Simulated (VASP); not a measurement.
# Sc (I4/mmm) in VASP: single point with PBEsol

Aim: the single point of Sc with PBEsol.

Program: VASP 6.6.1. These are calculated values, not measurements. Logs are shortened: lines on timing, memory, paths and dates and some standing lists are left out, and cuts for length are marked.

## 1. The cell of the first run

Symmetry: I4/mmm, No. 139, tetragonal system. The conventional cell has a = 3.702 Å, b = 3.702 Å, c = 3.559 Å, α = 90.00°, β = 90.00°, γ = 90.00°. Within 4.2 Å of Sc (site symmetry 4/mmm) lie 14 Sc at 3.17 to 3.70 Å.

## 2. Single point, PBEsol, collinear spin

INCAR

```
ALGO = Normal
EDIFF = 1E-6
ENCUT = 520
GGA = PS
ISIF = 2
ISMEAR = 1
ISPIN = 2
LASPH = True
LCHARG = False
LMAXMIX = 4
LORBIT = 11
LREAL = False
LWAVE = False
MAGMOM = 1
NBANDS = 16
NELM = 150
NUPDOWN = 1.0
PREC = Accurate
SIGMA = 0.025
```

KPOINTS

```
k-points
0
Gamma
  10 10 10
```

POSCAR

```
Sc
1.0
   -1.8510518634      1.8510518634      1.7793326744
    1.8510518634     -1.8510518634      1.7793326744
    1.8510518634      1.8510518634     -1.7793326744
Sc
1
Direct
    0.0000000000      0.0000000000      0.0000000000
```

Potentials or basis: VASP PAW PBE potentials, release 64 (Sc_sv).

On the command line:

```console
cat potpaw_PBE.64/Sc_sv/POTCAR > POTCAR
mpirun -np 1 vasp_std > vasp.out
```

OUTCAR:

```text
EDIFF = 1E-6
   ENCUT = 520
   GGA = PS
   ISIF = 2
   ISMEAR = 1
   ISPIN = 2
   LASPH = True
   LORBIT = 11
   LREAL = False
   NELM = 150
   NUPDOWN = 1.0
   PREC = Accurate

 ion  position               nearest neighbor table
   1  0.000  0.000  0.000-

  LATTYP: Found a body centered tetragonal cell.
 ALAT       =     3.7021037268
 C/A-ratio  =     0.9612549003

  Lattice vectors:

 A1 = (  -1.8510518634,   1.8510518634,   1.7793326744)
 A2 = (   1.8510518634,  -1.8510518634,   1.7793326744)
 A3 = (   1.8510518634,   1.8510518634,  -1.7793326744)

Analysis of symmetry for initial positions (statically):
=====================================================================
 Subroutine PRICEL returns:
 Original cell was already a primitive cell.

 Routine SETGRP: Setting up the symmetry group for a
 body centered tetragonal supercell.

 Subroutine GETGRP returns: Found 16 space group operations
 (whereof 16 operations were pure point group operations)
 out of a pool of 16 trial point group operations.

The static configuration has the point symmetry D_4h.

Analysis of symmetry for dynamics (positions and initial velocities):
=====================================================================
 Subroutine PRICEL returns:
 Original cell was already a primitive cell.

 Routine SETGRP: Setting up the symmetry group for a
 body centered tetragonal supercell.

 Subroutine GETGRP returns: Found 16 space group operations
 (whereof 16 operations were pure point group operations)
 out of a pool of 16 trial point group operations.

The dynamic configuration has the point symmetry D_4h.

Analysis of structural, dynamic, and magnetic symmetry:
=====================================================================
 Subroutine PRICEL returns:
 Original cell was already a primitive cell.

 Routine SETGRP: Setting up the symmetry group for a
 body centered tetragonal supercell.

 Subroutine GETGRP returns: Found 16 space group operations
 (whereof 16 operations were pure point group operations)
 out of a pool of 16 trial point group operations.

The overall configuration has the point symmetry D_4h.

 Subroutine INISYM returns: Found 16 space group operations
 (whereof 16 operations are pure point group operations),
 and found     1 'primitive' translations

----------------------------------------------------------------------------------------

                                     Primitive cell

  volume of cell :      24.3868

  direct lattice vectors                    reciprocal lattice vectors
    -1.851051863  1.851051863  1.779332674     0.000000000  0.270116689  0.281004225
[... 101 lines left out ...]
   IALGO  =     38    algorithm
   IMIX   =      4    mixing-type and parameters
     AMIX     =   0.40;   BMIX     =  1.00
     AMIX_MAG =   1.60;   BMIX_MAG =  1.00
  volume/ion in A,a.u.               =      24.39       164.57
  Fermi-wavevector in a.u.,A,eV,Ry     =   1.255512  2.372574 21.447013  1.576311
  Thomas-Fermi vector in A             =   2.389265
   LORBIT       =     11    0 simple, 1 ext, 2 COOP (PROOUT), +10 PAW based schemes
   GGA     = PS    functional components
   LHFCALC =     F    Hartree Fock is set to
   AEXX    =    0.0000 exact exchange contribution
   IVDW    =     0    specifies the selected vdW correction
   LEPSILON=     F    determine dielectric tensor
   LRPA    =     F    only Hartree local field effects (RPA)
 spin polarized calculation
 Methfessel and Paxton  Order N= 1 SIGMA  =   0.03
  energy-cutoff  :      520.00
  volume of cell :       24.39
 maximum number of plane-waves:       674
   NGX = 11   NGY = 11   NGZ = 11

 number of electron      11.0000002 magnetization       1.0000000

 Free energy of the ion-electron system (eV)
  ---------------------------------------------------
  ext. energy  EPLUGINS =         0.00000000
  ---------------------------------------------------
  free energy    TOTEN  =        -6.45042558 eV

  energy without entropy =       -6.45012338  energy(sigma->0) =       -6.45032485

 E-fermi :   3.4397     XC(G=0): -10.0048

 val. band max:        3.7615501007   @ k =  -0.4000   0.1000  -0.0000
 cond. band min:       3.4483721009   @ k =  -0.3000  -0.4000   0.1000
 fundamental gap:     -0.3131779998
 Fermi energy:         3.7632939910

 spin component 1

 k-point     1 :       0.0000    0.0000    0.0000
  band No.  band energies     occupation
      1     -45.7566      1.00000
      2     -24.2514      1.00000
      3     -24.2499      1.00000
      4     -24.2499      1.00000
      5      -1.9159      1.00000
      6       4.7674      0.00000
[... 435 lines left out ...]
      5       2.6775      1.00000
      6       3.1807      1.00000
[... 8 lines left out ...]
     15      21.1304      0.00000
     16      26.5191      0.00000

 [... further k-points ...]

 spin component 2

 k-point     1 :       0.0000    0.0000    0.0000
  band No.  band energies     occupation
      1     -45.3344      1.00000
      2     -23.8249      1.00000
      3     -23.8178      1.00000
      4     -23.8178      1.00000
      5      -1.0463      1.00000
      6       5.4027      0.00000
[... 435 lines left out ...]
      5       3.4369      0.59312
      6       3.9181     -0.00000
[... 8 lines left out ...]
     15      21.9833      0.00000
     16      27.2916      0.00000

 [... further k-points ...]

------------------------ aborting loop because EDIFF is reached ----------------------------------------

  FORCE on cell =-STRESS in cart. coord.  units (eV):
  Direction    XX          YY          ZZ          XY          YZ          ZX
  --------------------------------------------------------------------------------------
  -------------------------------------------------------------------------------------
  Total        0.0015851      0.0015851      0.0030484      0.0000000      0.0000000      0.0000000
  in kB        0.1041400      0.1041400      0.2002725      0.0000000      0.0000000      0.0000000
  external PRESSURE =       0.1361842 kB  Pullay stress =       0.0000000 kB

 VOLUME and BASIS-vectors are now :
 -----------------------------------------------------------------------------
  energy-cutoff  :      520.00
  volume of cell :       24.39
      direct lattice vectors                 reciprocal lattice vectors
    -1.851051863  1.851051863  1.779332674     0.000000000  0.270116689  0.281004225
     1.851051863 -1.851051863  1.779332674     0.270116689  0.000000000  0.281004225
     1.851051863  1.851051863 -1.779332674     0.270116689  0.270116689  0.000000000

 POSITION                                       TOTAL-FORCE (eV/Angst)
 -----------------------------------------------------------------------------------
      0.00000      0.00000      0.00000        -0.000000     -0.000000     -0.000000
 -----------------------------------------------------------------------------------
    total drift:                               -0.000000      0.000000      0.000000

  FREE ENERGIE OF THE ION-ELECTRON SYSTEM (eV)
  ---------------------------------------------------
  free  energy   TOTEN  =        -6.4504255842 eV

  energy  without entropy=       -6.4501233844  energy(sigma->0) =       -6.45032485

 total charge

# of ion       s       p       d       tot
------------------------------------------
    1        2.272   6.115   1.001   9.389

 magnetization (x)

# of ion       s       p       d       tot
------------------------------------------
    1        0.004   0.081   0.477   0.562
```

OSZICAR:

```text
N       E                     dE             d eps       ncg     rms          rms(c)
DAV:   1     0.716185738768E+02    0.71619E+02   -0.50097E+03  6664   0.709E+02
DAV:   2    -0.582779477037E+01   -0.77446E+02   -0.75246E+02  6680   0.217E+02
DAV:   3    -0.704777963977E+01   -0.12200E+01   -0.12163E+01  8616   0.346E+01
DAV:   4    -0.706544831806E+01   -0.17669E-01   -0.17668E-01  6968   0.353E+00
DAV:   5    -0.706590457307E+01   -0.45626E-03   -0.45625E-03 10160   0.657E-01    0.656E+00
DAV:   6    -0.652509313968E+01    0.54081E+00   -0.63016E-01  8056   0.983E+00    0.237E+00
DAV:   7    -0.644575925412E+01    0.79334E-01   -0.13760E-01  9512   0.507E+00    0.122E+00
DAV:   8    -0.645262232371E+01   -0.68631E-02   -0.15174E-02  7488   0.111E+00    0.423E-01
DAV:   9    -0.644967314294E+01    0.29492E-02   -0.35921E-03  7192   0.614E-01    0.193E-01
DAV:  10    -0.645038968922E+01   -0.71655E-03   -0.31802E-04  8528   0.189E-01    0.349E-02
DAV:  11    -0.645042398674E+01   -0.34298E-04   -0.27449E-05  7424   0.359E-02    0.123E-02
DAV:  12    -0.645042531435E+01   -0.13276E-05   -0.43096E-06  8408   0.158E-02    0.690E-03
DAV:  13    -0.645042558421E+01   -0.26986E-06   -0.40875E-07  4808   0.612E-03
   1 F= -.64504256E+01 E0= -.64503249E+01  d E =-.302200E-03  mag=     1.0000
```

stdout:

```text
POSCAR found type information on POSCAR Sc
 POSCAR found :  1 types and       1 ions
 scaLAPACK will be used
 -----------------------------------------------------------------------------
|                                                                             |
|                                                                             |
|     You enforced a specific xc type in the INCAR file but a different       |
|     I HOPE YOU KNOW WHAT YOU ARE DOING!                                     |
|                                                                             |
 -----------------------------------------------------------------------------

 LDA part: xc-table for (Slater+PW92), standard interpolation
 POSCAR, INCAR and KPOINTS ok, starting setup
 FFT: planning ... GRIDC
 FFT: planning ... GRID_SOFT
 FFT: planning ... GRID
 WAVECAR not read
 entering main loop
```

Run time: 60 s. Hardware: 1 thread of Oxide Virtual Turin-like, shared host; peak memory 0.15 GiB.

Results:

- Free energy: -6.4504 eV
- Pressure: 0.0 GPa
- Net moment: 1.00 μB per cell
- Site moments: Sc +0.56 μB
- Valence electrons inside the program's atomic spheres: Sc 9.39

Caveat: the PAW data sets were made with another functional, which shifts forces and pressure a little; the total moment is fixed, so each spin has its own Fermi level and the state may be an excited one.
